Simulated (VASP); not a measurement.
Input of a VASP 6.6.1 run:

INCAR

```
SYSTEM = V
PREC = Accurate
ENCUT = 520
EDIFF = 1E-7
ISMEAR = 0
SIGMA = 0.1
LREAL = .FALSE.
LASPH = .TRUE.
NELM = 100
ALGO = Normal
ISIF = 2
LWAVE = .FALSE.
LCHARG = .FALSE.
GGA = PE
NBANDS = 12
```

File KPOINTS:

```
regular mesh
0
G
  20 20 20
  0 0 0
```

POSCAR

```
V
1.0
   -1.4986106527      1.4986106527      1.4986106527
    1.4986106527     -1.4986106527      1.4986106527
    1.4986106527      1.4986106527     -1.4986106527
V
1
Direct
    0.0000000000      0.0000000000      0.0000000000
```

Potentials or basis: VASP PAW PBE potentials, release 64 (V_sv).

Command:

```console
$ cat potpaw_PBE.64/V_sv/POTCAR > POTCAR
$ mpirun -np 1 vasp_std > vasp.out
```

Question: Estimate the pressure.

Answer: 0.2 GPa.
